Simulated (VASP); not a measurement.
# HfSi31 (a cell with a defect) in VASP: single point with PBE

Aim: the single point of HfSi31 (a cell with a defect) with PBE.

Everything below comes from runs of VASP 6.6.1. Logs are shortened: lines on timing, memory, paths and dates and some standing lists are left out, and cuts for length are marked.

## 1. The cell of the first run

The cell holds a defect, 32 atoms: a = 9.474 Å, b = 9.474 Å, c = 9.474 Å, α = 109.47°, β = 109.47°, γ = 109.47°.

## 2. Single point, PBE

The input, INCAR:

```
SYSTEM = HfSi31
PREC = Accurate
ENCUT = 520
EDIFF = 1E-6
ISMEAR = 0
SIGMA = 0.01
LREAL = Auto
LASPH = .TRUE.
NELM = 100
ALGO = Normal
ISIF = 2
LWAVE = .FALSE.
LCHARG = .FALSE.
GGA = PE
NBANDS = 89
```

The input, KPOINTS:

```
regular mesh
0
G
  3 3 3
  0 0 0
```

The input, POSCAR:

```
HfSi31
1.0
    5.4700936617     -5.4700936617      5.4700936617
   -5.4700936617      5.4700936617      5.4700936617
   -5.4700936617     -5.4700936617     -5.4700936617
Hf Si
1 31
Direct
    0.2500000000      0.0000000000      0.5000000000
    0.5025095267      0.0000000000      0.2460798807
    0.7500000000      0.0000000000      0.0000000000
   -0.0039201193      0.2525095267      0.5000000000
    0.2500000000      0.2525095267      0.2460798807
   -0.0039201193      0.0000000000      0.7525095267
    0.7500000000      0.5000000000      0.5000000000
    0.5039201193      0.2539201193      0.0064296460
    0.7564296460      0.2539201193      0.7539201193
   -0.0025095267      0.4935703540      0.2474904733
    0.5025095267      0.7460798807      0.5000000000
    0.2500000000      0.5000000000      0.0000000000
    0.7435703540      0.7474904733      0.2474904733
    0.5039201193      0.5064296460      0.7539201193
   -0.0025095267      0.7474904733     -0.0064296460
    0.2500000000      0.7460798807      0.7525095267
   -0.0234623460      0.7265376540      0.2265376540
    0.2500000000      0.7480791879      0.0011544691
    0.5019208121      0.7530752812      0.7519208121
    0.7511544691      0.0000000000      0.2480791879
   -0.0019208121      0.0000000000      1.0011544691
    0.7511544691      0.7480791879      0.5000000000
    0.5019208121      0.2519208121      0.2530752812
    0.2500000000      0.0000000000      0.7734623460
    0.5234623460      0.0000000000      0.5000000000
    0.7488455309      0.2469247188     -0.0011544691
    0.2500000000      0.5011544691      0.2480791879
    0.0030752812      0.2519208121      0.7519208121
    0.4969247188      0.4988455309     -0.0011544691
    0.2500000000      0.2734623460      0.5000000000
    0.7488455309      0.4988455309      0.7469247188
   -0.0019208121      0.5011544691      0.5000000000
```

Potentials or basis: VASP PAW PBE potentials, release 64 (Hf_pv, Si).

Command:

```sh
> cat potpaw_PBE.64/Hf_pv/POTCAR potpaw_PBE.64/Si/POTCAR > POTCAR
> mpirun -np 1 vasp_std > vasp.out
```

OUTCAR:

```text
SYSTEM = HfSi31
   PREC = Accurate
   ENCUT = 520
   EDIFF = 1E-6
   ISMEAR = 0
   LREAL = Auto
   LASPH = .TRUE.
   NELM = 100
   ISIF = 2
   GGA = PE

 ion  position               nearest neighbor table
   1  0.250  0.000  0.500-  17 2.59  24 2.59  25 2.59  30 2.59
   2  0.503  0.000  0.246-  25 2.35  20 2.35  18 2.37  23 2.37
   3  0.750  0.000  0.000-  20 2.35  21 2.35  19 2.35  26 2.35
   4  0.996  0.253  0.500-  30 2.35  32 2.35  20 2.37  28 2.37
   5  0.250  0.253  0.246-  30 2.35  27 2.35  21 2.37  23 2.37
   6  0.996  0.000  0.753-  24 2.35  21 2.35  22 2.37  28 2.37
[... 24 lines left out ...]
  31  0.749  0.499  0.747-   7 2.35  15 2.35  14 2.37   9 2.37
  32  0.998  0.501  0.500-   7 2.35   4 2.35  10 2.37  16 2.37

  LATTYP: Found a body centered cubic cell.
 ALAT       =    10.9401873234

  Lattice vectors:

 A1 = (   5.4700936617,  -5.4700936617,   5.4700936617)
 A2 = (  -5.4700936617,   5.4700936617,   5.4700936617)
 A3 = (  -5.4700936617,  -5.4700936617,  -5.4700936617)

Analysis of symmetry for initial positions (statically):
=====================================================================
 Subroutine PRICEL returns:
 Original cell was already a primitive cell.

 Routine SETGRP: Setting up the symmetry group for a
 body centered cubic supercell.

 Subroutine GETGRP returns: Found 24 space group operations
 (whereof  2 operations were pure point group operations)
 out of a pool of 48 trial point group operations.

The static configuration has the point symmetry C_1h.
 The point group associated with its full space group is T_d .

Analysis of symmetry for dynamics (positions and initial velocities):
=====================================================================
 Subroutine PRICEL returns:
 Original cell was already a primitive cell.

 Routine SETGRP: Setting up the symmetry group for a
 body centered cubic supercell.

 Subroutine GETGRP returns: Found 24 space group operations
 (whereof  2 operations were pure point group operations)
 out of a pool of 48 trial point group operations.

The dynamic configuration has the point symmetry C_1h.
 The point group associated with its full space group is T_d .

 Subroutine INISYM returns: Found 24 space group operations
 (whereof  2 operations are pure point group operations),
 and found     1 'primitive' translations

----------------------------------------------------------------------------------------

                                     Primitive cell

  volume of cell :     654.7029

  direct lattice vectors                    reciprocal lattice vectors
     5.470093662 -5.470093662  5.470093662     0.000000000 -0.091406113  0.091406113
    -5.470093662  5.470093662  5.470093662    -0.091406113  0.000000000  0.091406113
    -5.470093662 -5.470093662 -5.470093662    -0.091406113 -0.091406113  0.000000000

  length of vectors
     9.474480144  9.474480144  9.474480144     0.129267765  0.129267765  0.129267765

  position of ions in fractional coordinates (direct lattice)
     0.250000000  0.000000000  0.500000000
     0.502509527  0.000000000  0.246079881
     0.750000000  0.000000000  0.000000000
     0.996079881  0.252509527  0.500000000
     0.250000000  0.252509527  0.246079881
     0.996079881  0.000000000  0.752509527
[... 24 lines left out ...]
     0.748845531  0.498845531  0.746924719
     0.998079188  0.501154469  0.500000000

  ion indices of the primitive-cell ions
   primitive index   ion index
                 1           1
                 2           2
                 3           3
                 4           4
                 5           5
                 6           6
[... 24 lines left out ...]
                31          31
                32          32

----------------------------------------------------------------------------------------

 KPOINTS: regular mesh

Automatic generation of k-mesh.
 Grid dimensions read from file:
 generate k-points for:    3    3    3

 Generating k-lattice:

  Cartesian coordinates                     Fractional coordinates (reciprocal lattice)
     0.000000000 -0.030468704  0.030468704     0.333333333  0.000000000  0.000000000
    -0.030468704  0.000000000  0.030468704     0.000000000  0.333333333  0.000000000
    -0.030468704 -0.030468704  0.000000000     0.000000000  0.000000000  0.333333333

  Length of vectors
     0.043089255  0.043089255  0.043089255

  Shift w.r.t. Gamma in fractional coordinates (k-lattice)
     0.000000000  0.000000000  0.000000000

 Subroutine IBZKPT returns following result:
 ===========================================

 Found      4 irreducible k-points:

 Following reciprocal coordinates:
            Coordinates               Weight
  0.000000  0.000000  0.000000      1.000000
  0.333333  0.000000  0.000000     12.000000
  0.333333  0.333333  0.000000      8.000000
 -0.333333  0.333333  0.333333      6.000000
   k-points           NKPTS =      4   k-points in BZ     NKDIM =      4   number of bands    NBANDS=     89
   number of dos      NEDOS =    301   number of ions     NIONS =     32
   total plane-waves  NPLWV = 343000
   dimension x,y,z NGX =    70 NGY =   70 NGZ =   70
   dimension x,y,z NGXF=   140 NGYF=  140 NGZF=  140
   ions per type =               1  31
   NGX,Y,Z   is equivalent  to a cutoff of  12.28, 12.28, 12.28 a.u.
   NGXF,Y,Z  is equivalent  to a cutoff of  24.57, 24.57, 24.57 a.u.
 SYSTEM =  HfSi31
   PREC   = accura    normal or accurate (medium, high low for compatibility)
   ISTART =      0    job   : 0-new  1-cont  2-samecut
   ICHARG =      2    charge: 1-file 2-atom 10-const
   ISPIN  =      1    spin polarized calculation?
   LNONCOLLINEAR =      F non collinear calculations
   LSORBIT =      F    spin-orbit coupling
   LASPH  =      T    aspherical Exc in radial PAW
   ENCUT  =  520.0 eV  38.22 Ry    6.18 a.u.  17.62 17.62 17.62*2*pi/ulx,y,z
   NELM   =    100;   NELMIN=  2; NELMDL= -5     # of ELM steps
   EDIFF  = 0.1E-05   stopping-criterion for ELM
   LREAL  =      T    real-space projection
   EDIFFG = 0.1E-04   stopping-criterion for IOM
   NSW    =      0    number of steps for IOM
   IBRION =     -1    ionic relax: 0-MD 1-quasi-New 2-CG
   NFREE  =      0    steps in history (QN), initial steepest desc. (CG)
   ISIF   =      2    stress and relaxation
   ISYM   =      2    0-nonsym 1-usesym 2-fastsym
   POTIM  = 0.5000    time-step for ionic-motion
   TEBEG  =    0.0;   TEEND  =   0.0 temperature during run
   PSTRESS=    0.0 pullay stress
   NELECT =     134.0000    total number of electrons
   NUPDOWN=      -1.0000    fix difference up-down
   EMIN   =  10.00;   EMAX   =-10.00  energy-range for DOS
   EFERMI =   0.00;   METHOD = LEGACY
   ISMEAR =     0;   SIGMA  =   0.01  broadening in eV -4-tet -1-fermi 0-gaus
   EFERMI_NEDOS =   21; number of points for ismear=-14 and -15
   IALGO  =     38    algorithm
   IMIX   =      4    mixing-type and parameters
     AMIX     =   0.40;   BMIX     =  1.00
     AMIX_MAG =   1.60;   BMIX_MAG =  1.00
  volume/ion in A,a.u.               =      20.46       138.07
  Fermi-wavevector in a.u.,A,eV,Ry     =   0.964780  1.823170 12.664312  0.930801
  Thomas-Fermi vector in A             =   2.094441
   LORBIT       =      0    0 simple, 1 ext, 2 COOP (PROOUT), +10 PAW based schemes
   GGA     = PE    functional components
   LHFCALC =     F    Hartree Fock is set to
   AEXX    =    0.0000 exact exchange contribution
   IVDW    =     0    specifies the selected vdW correction
   LEPSILON=     F    determine dielectric tensor
   LRPA    =     F    only Hartree local field effects (RPA)
 non-spin polarized calculation
 Gauss-broadening in eV      SIGMA  =   0.01
  energy-cutoff  :      520.00
  volume of cell :      654.70
 maximum number of plane-waves:     17645
 NGX is ok and might be reduce to    70
   NGX = 35   NGY = 35   NGZ = 35

 number of electron     134.0000004 magnetization

 Free energy of the ion-electron system (eV)
  ---------------------------------------------------
  ext. energy  EPLUGINS =         0.00000000
  ---------------------------------------------------
  free energy    TOTEN  =      -175.62690919 eV

  energy without entropy =     -175.62690919  energy(sigma->0) =     -175.62690919

 E-fermi :   5.5569     XC(G=0):  -9.3988

 val. band max:        5.4260073766   @ k =   0.0000   0.0000   0.0000
 cond. band min:       5.9320026850   @ k =   0.0000   0.0000   0.0000
 fundamental gap:      0.5059953084
 Fermi energy:         5.5569454358

 k-point     1 :       0.0000    0.0000    0.0000
  band No.  band energies     occupation
      1     -25.1316      2.00000
      2     -25.1316      2.00000
      3     -25.1316      2.00000
      4      -6.2155      2.00000
      5      -4.3066      2.00000
      6      -4.3066      2.00000
[... 71 lines left out ...]
     78       7.9380      0.00000
     79       7.9406      0.00000

 k-point     2 :       0.3333    0.0000    0.0000
  band No.  band energies     occupation
      1     -25.1316      2.00000
      2     -25.1316      2.00000
      3     -25.1316      2.00000
      4      -5.9850      2.00000
      5      -5.2956      2.00000
      6      -4.7238      2.00000
[... 71 lines left out ...]
     78       7.9738      0.00000
     79       8.1320      0.00000

 k-point     3 :       0.3333    0.3333    0.0000
  band No.  band energies     occupation
      1     -25.1316      2.00000
      2     -25.1316      2.00000
      3     -25.1316      2.00000
      4      -5.5857      2.00000
      5      -5.5857      2.00000
      6      -5.3799      2.00000
[... 71 lines left out ...]
     78       7.4864      0.00000
     79       7.4864      0.00000

 k-point     4 :      -0.3333    0.3333    0.3333
  band No.  band energies     occupation
      1     -25.1316      2.00000
      2     -25.1316      2.00000
      3     -25.1316      2.00000
      4      -5.7558      2.00000
      5      -5.1420      2.00000
      6      -5.0943      2.00000
[... 71 lines left out ...]
     78       7.4751      0.00000
     79       7.8180      0.00000
 [bands above 79 left out]

------------------------ aborting loop because EDIFF is reached ----------------------------------------

  FORCE on cell =-STRESS in cart. coord.  units (eV):
  Direction    XX          YY          ZZ          XY          YZ          ZX
  --------------------------------------------------------------------------------------
  -------------------------------------------------------------------------------------
  Total        7.9173098      7.9173098      7.9173098      0.0000000      0.0000000     -0.0000000
  in kB       19.3750994     19.3750994     19.3750994      0.0000000      0.0000000     -0.0000000
  external PRESSURE =      19.3750994 kB  Pullay stress =       0.0000000 kB

 VOLUME and BASIS-vectors are now :
 -----------------------------------------------------------------------------
  energy-cutoff  :      520.00
  volume of cell :      654.70
      direct lattice vectors                 reciprocal lattice vectors
     5.470093662 -5.470093662  5.470093662     0.000000000 -0.091406113  0.091406113
    -5.470093662  5.470093662  5.470093662    -0.091406113  0.000000000  0.091406113
    -5.470093662 -5.470093662 -5.470093662    -0.091406113 -0.091406113  0.000000000

 POSITION                                       TOTAL-FORCE (eV/Angst)
 -----------------------------------------------------------------------------------
     -1.36752     -4.10257     -1.36752         0.000000      0.000000     -0.000000
      1.40269     -4.09485      1.40269        -0.010717     -0.019985     -0.010717
      4.10257     -4.10257      4.10257        -0.000000      0.000000     -0.000000
      1.33235     -6.80245      4.09485         0.010717     -0.010717      0.019985
     -1.35981     -1.33235      1.40269        -0.019985     -0.010717     -0.010717
      1.33235     -9.56495      1.33235         0.010717     -0.019985      0.010717
[... 24 lines left out ...]
     -2.71822     -5.45327      2.73924         0.012624      0.012624      0.022100
     -0.01682     -5.45327      5.46590        -0.012624      0.012624     -0.022100
 -----------------------------------------------------------------------------------
    total drift:                               -0.000000     -0.000000      0.000000

  FREE ENERGIE OF THE ION-ELECTRON SYSTEM (eV)
  ---------------------------------------------------
  free  energy   TOTEN  =      -175.6269091920 eV

  energy  without entropy=     -175.6269091920  energy(sigma->0) =     -175.62690919
```

Run time: 13 min. Hardware: 1 thread of AMD EPYC 7R13, shared host; peak memory 0.7 GiB.

What came out:

| Property | Result |
| --- | --- |
| Free energy | -175.6269 eV |
| Pressure | 1.9 GPa |
| Largest force | 0.028 eV/Å |
| Band gap on the k mesh | 0.51 eV |

Forces on the atoms (eV/Å):
```
Hf   0.000  0.000  0.000
Si  -0.011 -0.020 -0.011
Si   0.000  0.000  0.000
Si   0.011 -0.011  0.020
Si  -0.020 -0.011 -0.011
Si   0.011 -0.020  0.011
Si   0.000  0.000  0.000
Si   0.011  0.011 -0.020
Si   0.020  0.011 -0.011
Si  -0.011  0.020  0.011
Si  -0.011  0.011  0.020
Si   0.000  0.000  0.000
Si   0.020 -0.011  0.011
Si   0.011  0.020 -0.011
Si  -0.011 -0.011 -0.020
Si  -0.020  0.011  0.011
Si  -0.011 -0.011  0.011
Si   0.022 -0.013 -0.013
Si  -0.013 -0.022  0.013
Si   0.013  0.022  0.013
Si  -0.013  0.022 -0.013
Si   0.013 -0.013 -0.022
Si  -0.013 -0.013  0.022
Si   0.011  0.011  0.011
Si  -0.011  0.011 -0.011
Si   0.013 -0.022 -0.013
Si   0.022  0.013  0.013
Si  -0.022 -0.013  0.013
Si  -0.022  0.013 -0.013
Si   0.011 -0.011 -0.011
Si   0.013  0.013  0.022
Si  -0.013  0.013 -0.022
```

Caveat: spin-orbit coupling is left out, which moves the levels of the heavy elements.
